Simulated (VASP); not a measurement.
Wanted: the native input for a VASP 6.6.1 run.

```yaml
Task: dielectric tensor
Functional: LDA
Potentials_or_basis: VASP PAW LDA potentials, release 64 (Zn, O)
Cutoff: 520 eV
k_mesh: 12 × 12 × 4
Occupations: gaussian, width 0.01 eV
Spin: no spin polarisation
Dipole_correction: no
Further_INCAR_settings: ALGO = Normal; EDIFF = 1e-08
```

The structure of ZnO lies in POSCAR:

```
ZnO
1.0
    3.2879670000      0.0000000000      0.0000000000
   -1.6439835000      2.8474629488      0.0000000000
    0.0000000000      0.0000000000      7.1304410000
Zn O
2 2
Direct
    0.0000000000      0.0000000000      0.7500000000
    0.0000000000      0.0000000000      0.2500000000
    0.3333333333      0.6666666667      0.2500000000
    0.6666666667      0.3333333333      0.7500000000
```

The input as run:

INCAR

```
SYSTEM = ZnO
PREC     = Accurate       ! precision mode
ENCUT    = 520            ! plane-wave cutoff, eV
EDIFF    = 1E-8           ! SCF threshold, eV
ISMEAR   = 0              ! smearing method
SIGMA    = 0.01           ! smearing width, eV
LREAL    = .False.        ! projectors in reciprocal space
LASPH    = .True.         ! aspherical terms in the spheres
NELM     = 120            ! most SCF steps
ALGO     = Normal         ! electronic algorithm
ISIF     = 2              ! what is computed and relaxed
LWAVE    = .False.        ! write WAVECAR
LCHARG   = .False.        ! write CHGCAR
LEPSILON = .True.         ! dielectric tensor by DFPT
GGA_COMPAT= .False.
```

KPOINTS

```
Automatic mesh
0
Gamma
  12 12 4
  0 0 0
```

Potentials or basis: VASP PAW LDA potentials, release 64 (Zn, O).

Run with:

```sh
$ cat potpaw_LDA.64/Zn/POTCAR potpaw_LDA.64/O/POTCAR > POTCAR
$ mpirun -np 1 vasp_std > vasp.out
```

Results of the run:

```json
{
 "Band gap on the k mesh": "0.76 eV",
 "Electronic dielectric tensor (diagonal)": "5.69, 5.69, 2.91",
 "Born charges (mean of the diagonal)": "Zn +1.98; O -1.98 e"
}
```

Run time: 7.2 min on 1 thread of Intel(R) Xeon(R) Platinum 8559C (Emerald Rapids) (shared host), peak memory 0.49 GiB.
